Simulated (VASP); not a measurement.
# ZnSe (F-43m) in VASP: G0W0 quasiparticle levels with PBE

Aim: the G0W0 quasiparticle levels of ZnSe with PBE.

Everything below comes from runs of VASP 6.6.1. Logs are shortened: lines on timing, memory, paths and dates and some standing lists are left out, and cuts for length are marked.

### Step 1. The cell of the first run

It takes space group F-43m (No. 216, cubic). Conventional cell: a = 5.665 Å, b = 5.665 Å, c = 5.665 Å, α = 90.00°, β = 90.00°, γ = 90.00°. Within 3.2 Å of Zn (site symmetry -43m) lie 4 Se at 2.45 Å. Within 3.2 Å of Se (site symmetry -43m) lie 4 Zn at 2.45 Å.

### Step 2. G0W0 quasiparticle levels, PBE

Input file POSCAR:

```
ZnSe
1.0
    0.0000000000      2.8324246769      2.8324246769
    2.8324246769      0.0000000000      2.8324246769
    2.8324246769      2.8324246769      0.0000000000
Zn Se
1 1
Direct
    0.0000000000      0.0000000000      0.0000000000
    0.2500000000      0.2500000000      0.2500000000
```

Input file INCAR.step1:

```
SYSTEM = ZnSe
ALGO = Normal
EDIFF = 1E-8
ENCUT = 500
GGA = PE
ISMEAR = 0
LASPH = .TRUE.
LCHARG = .FALSE.
LREAL = .FALSE.
LWAVE = .TRUE.
NELM = 100
PREC = Accurate
SIGMA = 0.01
```

Input file INCAR.step2:

```
SYSTEM = ZnSe
ALGO = Exact
EDIFF = 1E-8
ENCUT = 500
GGA = PE
ISMEAR = 0
ISTART = 1
LASPH = .TRUE.
LCHARG = .FALSE.
LOPTICS = .TRUE.
LREAL = .FALSE.
LWAVE = .TRUE.
NBANDS = 179
NELM = 1
PREC = Accurate
SIGMA = 0.01
```

Input file INCAR.step3:

```
SYSTEM = ZnSe
ALGO = EVGW0
EDIFF = 1E-8
ENCUT = 500
ENCUTGW = 140.0
GGA = PE
ISMEAR = 0
ISTART = 1
LASPH = .TRUE.
LCHARG = .FALSE.
LREAL = .FALSE.
LWAVE = .FALSE.
NBANDS = 179
NBANDSGW = 17
NELMGW = 1
NOMEGA = 96
OMEGAMAX = 20
PREC = Accurate
PRECFOCK = Fast
SIGMA = 0.01
```

Input file KPOINTS:

```
k-points
0
G
  4 4 4
  0 0 0
```

Potentials or basis: VASP PAW PBE potentials, release 64 (Zn_GW, Se_GW).

On the command line:

```sh
> cat potpaw_PBE.64/Zn_GW/POTCAR potpaw_PBE.64/Se_GW/POTCAR > POTCAR
> cp INCAR.step1 INCAR
> mpirun -np 1 vasp_std > vasp.out
> cp INCAR.step2 INCAR
> mpirun -np 1 vasp_std > vasp.out
> cp INCAR.step3 INCAR
> mpirun -np 1 vasp_std > vasp.out
```

OUTCAR:

```text
SYSTEM = ZnSe
   EDIFF = 1E-8
   ENCUT = 500
   ENCUTGW = 140.0
   GGA = PE
   ISMEAR = 0
   ISTART = 1
   LASPH = .TRUE.
   LREAL = .FALSE.
   NELMGW = 1
   PREC = Accurate
   PRECFOCK = Fast

 ion  position               nearest neighbor table
   1  0.000  0.000  0.000-   2 2.45   2 2.45   2 2.45   2 2.45
   2  0.250  0.250  0.250-   1 2.45   1 2.45   1 2.45   1 2.45

  LATTYP: Found a face centered cubic cell.
 ALAT       =     5.6648493538

  Lattice vectors:

 A1 = (   0.0000000000,   2.8324246769,   2.8324246769)
 A2 = (   2.8324246769,   0.0000000000,   2.8324246769)
 A3 = (   2.8324246769,   2.8324246769,   0.0000000000)

Analysis of symmetry for initial positions (statically):
=====================================================================
 Subroutine PRICEL returns:
 Original cell was already a primitive cell.

 Routine SETGRP: Setting up the symmetry group for a
 face centered cubic supercell.

 Subroutine GETGRP returns: Found 24 space group operations
 (whereof 24 operations were pure point group operations)
 out of a pool of 48 trial point group operations.

The static configuration has the point symmetry T_d .

Analysis of symmetry for dynamics (positions and initial velocities):
=====================================================================
 Subroutine PRICEL returns:
 Original cell was already a primitive cell.

 Routine SETGRP: Setting up the symmetry group for a
 face centered cubic supercell.

 Subroutine GETGRP returns: Found 24 space group operations
 (whereof 24 operations were pure point group operations)
 out of a pool of 48 trial point group operations.

The dynamic configuration has the point symmetry T_d .

 Subroutine INISYM returns: Found 24 space group operations
 (whereof 24 operations are pure point group operations),
 and found     1 'primitive' translations

----------------------------------------------------------------------------------------

                                     Primitive cell

  volume of cell :      45.4470

  direct lattice vectors                    reciprocal lattice vectors
     0.000000000  2.832424677  2.832424677    -0.176527201  0.176527201  0.176527201
     2.832424677  0.000000000  2.832424677     0.176527201 -0.176527201  0.176527201
     2.832424677  2.832424677  0.000000000     0.176527201  0.176527201 -0.176527201

  length of vectors
     4.005653392  4.005653392  4.005653392     0.305754081  0.305754081  0.305754081

  position of ions in fractional coordinates (direct lattice)
     0.000000000  0.000000000  0.000000000
     0.250000000  0.250000000  0.250000000

  ion indices of the primitive-cell ions
   primitive index   ion index
                 1           1
                 2           2

----------------------------------------------------------------------------------------

 KPOINTS: k-points

Automatic generation of k-mesh.
 Grid dimensions read from file:
 generate k-points for:    4    4    4

 Generating k-lattice:

  Cartesian coordinates                     Fractional coordinates (reciprocal lattice)
    -0.044131800  0.044131800  0.044131800     0.250000000  0.000000000  0.000000000
     0.044131800 -0.044131800  0.044131800     0.000000000  0.250000000  0.000000000
     0.044131800  0.044131800 -0.044131800     0.000000000  0.000000000  0.250000000

  Length of vectors
     0.076438520  0.076438520  0.076438520

  Shift w.r.t. Gamma in fractional coordinates (k-lattice)
     0.000000000  0.000000000  0.000000000

 Subroutine IBZKPT returns following result:
 ===========================================

 Found      8 irreducible k-points:

 Following reciprocal coordinates:
            Coordinates               Weight
  0.000000  0.000000  0.000000      1.000000
  0.250000  0.000000  0.000000      8.000000
  0.500000  0.000000  0.000000      4.000000
  0.250000  0.250000  0.000000      6.000000
  0.500000  0.250000  0.000000     24.000000
 -0.250000  0.250000  0.000000     12.000000
  0.500000  0.500000  0.000000      3.000000
 -0.250000  0.500000  0.250000      6.000000
   k-points           NKPTS =      8   k-points in BZ     NKDIM =     64   number of bands    NBANDS=    179
   number of dos      NEDOS =    301   number of ions     NIONS =      2
   total plane-waves  NPLWV =  27000
   dimension x,y,z NGX =    30 NGY =   30 NGZ =   30
   dimension x,y,z NGXF=    60 NGYF=   60 NGZF=   60
   ions per type =               1   1
   NGX,Y,Z   is equivalent  to a cutoff of  12.45, 12.45, 12.45 a.u.
   NGXF,Y,Z  is equivalent  to a cutoff of  24.90, 24.90, 24.90 a.u.
 SYSTEM =  ZnSe
   PREC   = accura    normal or accurate (medium, high low for compatibility)
   ISTART =      1    job   : 0-new  1-cont  2-samecut
   ICHARG =      0    charge: 1-file 2-atom 10-const
   ISPIN  =      1    spin polarized calculation?
   LNONCOLLINEAR =      F non collinear calculations
   LSORBIT =      F    spin-orbit coupling
   LASPH  =      T    aspherical Exc in radial PAW
   ENCUT  =  500.0 eV  36.75 Ry    6.06 a.u.   7.30  7.30  7.30*2*pi/ulx,y,z
   NELM   =     60;   NELMIN=  2; NELMDL=  0     # of ELM steps
   EDIFF  = 0.1E-07   stopping-criterion for ELM
   LREAL  =      F    real-space projection
   EDIFFG = 0.1E-06   stopping-criterion for IOM
   NSW    =      0    number of steps for IOM
   IBRION =     -1    ionic relax: 0-MD 1-quasi-New 2-CG
   NFREE  =      0    steps in history (QN), initial steepest desc. (CG)
   ISIF   =      0    stress and relaxation
   ISYM   =      3    0-nonsym 1-usesym 2-fastsym
   POTIM  = 0.5000    time-step for ionic-motion
   TEBEG  =    0.0;   TEEND  =   0.0 temperature during run
   PSTRESS=    0.0 pullay stress
   NELECT =      18.0000    total number of electrons
   NUPDOWN=      -1.0000    fix difference up-down
   EMIN   =  10.00;   EMAX   =-10.00  energy-range for DOS
   EFERMI =   0.00;   METHOD = LEGACY
   ISMEAR =     0;   SIGMA  =   0.01  broadening in eV -4-tet -1-fermi 0-gaus
   EFERMI_NEDOS =   21; number of points for ismear=-14 and -15
   IALGO  =     38    algorithm
   IMIX   =      4    mixing-type and parameters
     AMIX     =   0.40;   BMIX     =  1.00
     AMIX_MAG =   1.60;   BMIX_MAG =  1.00
  volume/ion in A,a.u.               =      22.72       153.35
  Fermi-wavevector in a.u.,A,eV,Ry     =   1.202257  2.271936 19.666157  1.445422
  Thomas-Fermi vector in A             =   2.338043
   LORBIT       =      0    0 simple, 1 ext, 2 COOP (PROOUT), +10 PAW based schemes
   GGA     = PE    functional components
   LHFCALC =     T    Hartree Fock is set to
   PRECFOCK=fast      Normal, Fast or Accurate (Low or Medium for compatibility)
   ENCUT4O =  -1.0   cutoff for four orbital integrals eV
   NKREDX  =     1    reduce k-point grid by
   NKREDY  =     1    reduce k-point grid by
   NKREDZ  =     1    reduce k-point grid by
   AEXX    =    1.0000 exact exchange contribution
   HFSCREEN=    0.0000 screening length (either q_TF or 0.3 A-1)
   HFSCREENC=   0.0000 screening length for correlation (either q_TF or 0.3 A-1)
   ENCUTFOCK=  -1.0 apply spherical cutoff to Coloumb kernel
   IVDW    =     0    specifies the selected vdW correction
   LEPSILON=     F    determine dielectric tensor
   LRPA    =     F    only Hartree local field effects (RPA)
   LRPAFORCE           =     F    calculate RPA forces
   ENCUTGW             = 140.0    cutoff for response function in eV
   ENCUTGWSOFT         = 112.0    soft cutoff for Coulomb kernel in GW response function in eV
   ENCUTLF             =  -1.0    cutoff for local field effects
   NELMGW              =     1    number of iterations in solving QP/BSE equation
   NELMHF              =     1    number of iterations in the inner HF iteration
   NKREDLFX            =     1    NKREDLFY  =   1   NKREDLFZ  =   1
 non-spin polarized calculation
 Gauss-broadening in eV      SIGMA  =   0.01
  energy-cutoff  :      500.00
  volume of cell :       45.45
 maximum number of plane-waves:      1174
 NGX is ok and might be reduce to    30
  NGX = 18; NGY = 18; NGZ = 18
   NGX = 15   NGY = 15   NGZ = 15
 maximum number of plane-waves:       176
 NGX is ok and might be reduce to    18

 QP shifts <psi_nk| G(iteration)W_0 |psi_nk>: iteration 1
 for sc-GW calculations column KS-energies equals QP-energies in previous step
 and V_xc(KS)=  KS-energies - (<T + V_ion + V_H > + <T+V_H+V_ion>^1  + <V_x>^1)

 k-point   1 :       0.0000    0.0000    0.0000
  band No.  KS-energies  QP-energies   sigma(KS)   V_xc(KS)     V^pw_x(r,r')   Z            occupation Imag(sigma)

      1     -10.5740     -11.0793     -13.1026     -12.3143     -19.8487       0.6410       2.0000       1.0144
      2      -3.8875      -5.4856     -22.0872     -19.6823     -30.8557       0.6645       2.0000       0.1497
      3      -3.8875      -5.4856     -22.0872     -19.6823     -30.8557       0.6645       2.0000       0.1497
      4      -3.8875      -5.4856     -22.0872     -19.6823     -30.8557       0.6645       2.0000       0.1497
      5      -3.5191      -5.2090     -23.0103     -20.4961     -32.0550       0.6722       2.0000       0.1301
      6      -3.5191      -5.2090     -23.0103     -20.4961     -32.0550       0.6722       2.0000       0.1301
[... 9 lines left out ...]
     16      14.1333      14.2897     -10.1206     -10.3325      -5.0154       0.7382       0.0000      -0.2419
     17      15.7241      15.5248      -7.8791      -7.6132      -2.2731       0.7497       0.0000      -0.4864

 k-point   2 :       0.2500    0.0000    0.0000
  band No.  KS-energies  QP-energies   sigma(KS)   V_xc(KS)     V^pw_x(r,r')   Z            occupation Imag(sigma)

      1     -10.2093     -10.7265     -13.3509     -12.5597     -19.9650       0.6537       2.0000       0.9886
      2      -3.8371      -5.4422     -22.1941     -19.7814     -30.9915       0.6653       2.0000       0.1492
      3      -3.8371      -5.4422     -22.1941     -19.7814     -30.9915       0.6653       2.0000       0.1492
      4      -3.8249      -5.3826     -21.4668     -19.1297     -29.9302       0.6665       2.0000       0.1566
      5      -3.5191      -5.2113     -23.0053     -20.4930     -32.0548       0.6736       2.0000       0.1310
      6      -3.5191      -5.2113     -23.0053     -20.4930     -32.0548       0.6736       2.0000       0.1310
[... 9 lines left out ...]
     16      13.3889      13.2499      -7.5298      -7.3430      -2.2284       0.7438       0.0000      -0.2637
     17      16.6507      16.6907      -8.7379      -8.7918      -2.8148       0.7419       0.0000      -0.5231

 k-point   3 :       0.5000    0.0000    0.0000
  band No.  KS-energies  QP-energies   sigma(KS)   V_xc(KS)     V^pw_x(r,r')   Z            occupation Imag(sigma)
[... 85 lines left out ...]
      1      -9.5082     -10.0210     -13.9233     -13.1705     -20.3652       0.6811       2.0000       0.9284
      2      -3.8558      -5.3723     -20.6222     -18.3623     -28.6979       0.6711       2.0000       0.1634
      3      -3.6348      -5.2786     -22.7382     -20.2835     -31.7142       0.6696       2.0000       0.1461
      4      -3.6348      -5.2786     -22.7382     -20.2835     -31.7142       0.6696       2.0000       0.1461
      5      -3.4710      -5.1709     -23.1206     -20.6036     -32.2083       0.6754       2.0000       0.1301
      6      -3.3383      -4.9802     -22.6405     -20.2058     -31.5246       0.6744       2.0000       0.1449
[... 9 lines left out ...]
     16      17.0831      17.1811     -10.2008     -10.3316      -4.4719       0.7494       0.0000      -0.5111
     17      17.0831      17.1811     -10.2008     -10.3316      -4.4719       0.7494       0.0000      -0.5111

 k-point   8 :      -0.2500    0.5000    0.2500
  band No.  KS-energies  QP-energies   sigma(KS)   V_xc(KS)     V^pw_x(r,r')   Z            occupation Imag(sigma)

      1      -9.5032     -10.0080     -13.9374     -13.1853     -20.3859       0.6711       2.0000       0.9155
      2      -3.7704      -5.3727     -21.9076     -19.5192     -30.5391       0.6709       2.0000       0.1508
      3      -3.6809      -5.3289     -22.6909     -20.2283     -31.6814       0.6692       2.0000       0.1457
      4      -3.5514      -5.2021     -22.5540     -20.0963     -31.4021       0.6717       2.0000       0.1359
      5      -3.5486      -5.2297     -22.9877     -20.4860     -32.0669       0.6720       2.0000       0.1383
      6      -3.2166      -4.8710     -23.0142     -20.5676     -31.9887       0.6762       2.0000       0.1433
[... 9 lines left out ...]
     16      16.7621      16.7399      -9.2331      -9.2031      -3.4335       0.7390       0.0000      -0.5331
     17      17.3046      17.5546      -9.9576     -10.2974      -3.9197       0.7358       0.0000      -0.5467
```

Wall time 2.7 min (1 thread of AMD EPYC 9R45 (Zen 5), shared host); peak memory 0.45 GiB.

Results:

```yaml
Quasiparticle_gap: 2.39 eV
Least_direct_quasiparticle_gap: 2.39 eV
Band_gap_of_the_starting_levels_on_the_mesh: 1.27 eV
Least_direct_gap_of_the_starting_levels_on_the_mesh: 1.27 eV
```

Caveat: the k points lie up to 0.48 Å⁻¹ apart; bands, screening cutoff and mesh are small and nothing is extrapolated, so the quasiparticle values aren't converged.
